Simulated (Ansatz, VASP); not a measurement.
**Ta2PbO3: VASP beside Ansatz**

File INCAR:

```
ALGO = Normal
EDIFF = 1E-6
EDIFFG = -0.08
ENCUT = 600
GGA = PE
IBRION = 2
ISIF = 3
ISMEAR = 0
LASPH = T
LCHARG = F
LREAL = F
LWAVE = F
NELM = 60
NSW = 36
PREC = Accurate
SIGMA = 0.2
```

Contents of KPOINTS:

```
k-points
0
Gamma
  5 5 2
```

The input POSCAR:

```
Ta2PbO3
1.0
    4.0157212100      0.0000000000      0.0000000000
   -2.0078606000      3.4777165800      0.0000000000
    0.0000000000      0.0000000000      7.6105859100
Ta Pb O
2 1 3
Direct
    0.3333333300      0.6666666700      0.5000000000
    0.6666666700      0.3333333300      0.0000000000
    0.3333333300      0.6666666700      0.0000000000
    0.3333333300      0.6666666700      0.2456159200
    0.3333333300      0.6666666700      0.7543840800
    0.6666666700      0.3333333300      0.5000000000
```

Input for Ansatz:

```yaml
crystal:
  lattice:
    - [4.01572121, 0.0, 0.0]
    - [-2.0078606, 3.47771658, 0.0]
    - [0.0, 0.0, 7.61058591]
  atoms:
    - { symbol: Ta, position: [0.33333333, 0.66666667, 0.5] }
    - { symbol: Ta, position: [0.66666667, 0.33333333, 0.0] }
    - { symbol: Pb, position: [0.33333333, 0.66666667, 0.0] }
    - { symbol: O, position: [0.33333333, 0.66666667, 0.24561592] }
    - { symbol: O, position: [0.33333333, 0.66666667, 0.75438408] }
    - { symbol: O, position: [0.66666667, 0.33333333, 0.5] }
basis:
  ecutwfc: 420
kpoints:
  mp_grid: { grid: [5, 5, 2] }
hamiltonian:
  xc: pbe
scf:
  occupations: { method: gaussian, width: 0.2 }
  lower_state_search: "off"
output:
  forces: true
  stress: true
  eigenvalues: true
relax:
  adjacent_minimum: "off"
  f_tol: 0.08
  max_steps: 16
  cell: { stress_tol: 0.8 }
```

Alike in both runs: task relaxation of cell and atoms; functional PBE; k mesh 5 × 5 × 2; occupations gaussian, width 0.2 eV; no spin polarisation.

```csv
,VASP,Ansatz
version,VASP 6.6.1,Ansatz 0.2.0
potentials or method,"VASP PAW PBE potentials, release 64 (Ta_pv, Pb_d, O), cutoff 600 eV","scalar-relativistic, plane waves, PAW"
valence electrons in the cell,54,58
```

|  | VASP | Ansatz | Ansatz less VASP |
| --- | --- | --- | --- |
| gap on the k mesh at the Fermi level, each at its own relaxed structure (eV) | none | none | - |
| relaxed volume (Å³/atom) | 24.19 | 24.07 | -0.115 |
| relaxed cell length with the largest relative difference (Å) | 8.738 | 8.709 | -0.0290 |

A gap of «none» marks a metal or a gap that the smearing closes. VASP's potentials hold 54 valence electrons a cell and Ansatz's 58, so a difference there can come from the potentials and not from the codes.

The k mesh is coarse, so the values compare programs but aren't converged. Neither program's run includes spin-orbit coupling. Noted on VASP's run: the volume moved by over 15 % at a fixed basis, so the end points are rough.
